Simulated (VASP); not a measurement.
Wanted: the native input for a VASP 6.6.1 run.

| Property | Result |
| --- | --- |
| Task | single point |
| Functional | PBE |
| Potentials or basis | VASP PAW PBE potentials, release 64 (Fe, Pt) |
| Cutoff | 520 eV |
| k mesh | 6 × 6 × 2 |
| Occupations | gaussian, width 0.1 eV |
| Spin | collinear spin, ferromagnetic start |
| Starting moments | [4.0, 4.0, 0.0, 0.0, 0.0, 0.0] μB |
| Dipole correction | no |
| Further INCAR settings | ALGO = Fast; EDIFF = 1e-06; NBANDS = 41 |

The structure of FePt2 lies in POSCAR:

```
FePt2
1.0
    3.5571282000      0.0000000000      0.0000000000
   -1.7785641000      3.0805633900      0.0000000000
    0.0000000000      0.0000000000      7.9454155700
Fe Pt
2 4
Direct
    0.3333333300      0.6666666700      0.3333333300
    0.3333333300      0.6666666700      0.6666666700
    0.3333333300      0.6666666700      0.0000000000
    0.6666666700      0.3333333300      0.1666666700
    0.6666666700      0.3333333300      0.5000000000
    0.6666666700      0.3333333300      0.8333333300
```

The input as run:

INCAR

```
PREC = Accurate
ENCUT = 520
EDIFF = 1E-6
ISMEAR = 0
SIGMA = 0.1
LREAL = False
LASPH = True
NELM = 150
ALGO = Fast
ISIF = 2
LWAVE = False
LCHARG = False
ISPIN = 2
MAGMOM = 4 4 0 0 0 0
LORBIT = 11
LMAXMIX = 4
GGA = PE
NBANDS = 41
```

KPOINTS

```
regular mesh
0
Gamma
  6 6 2
```

Potentials or basis: VASP PAW PBE potentials, release 64 (Fe, Pt).

Launch:

```sh
$ cat potpaw_PBE.64/Fe/POTCAR potpaw_PBE.64/Pt/POTCAR > POTCAR
$ mpirun -np 1 vasp_std > vasp.out
```

Results of the run:

```
Pressure                                              : 46.1 GPa
Largest force                                         : 3.584 eV/Å
Net moment                                            : 6.55 μB per cell
Site moments                                          : Fe +2.73; Pt +0.09, +0.21, +0.42 (each value once) μB
Valence electrons inside the program's atomic spheres : Fe 7.30; Pt 9.89, 9.78, 9.62 (each value once)
```

Caveat: the k points lie up to 0.40 Å⁻¹ apart; forces of over 1 eV/Å act on the atoms, so gaps and moduli don't describe the material at rest.

It took 73 s on 1 thread of AMD EPYC 9R45 96-Core Processor (Zen 5), with other jobs on the host, peak memory 0.25 GiB.
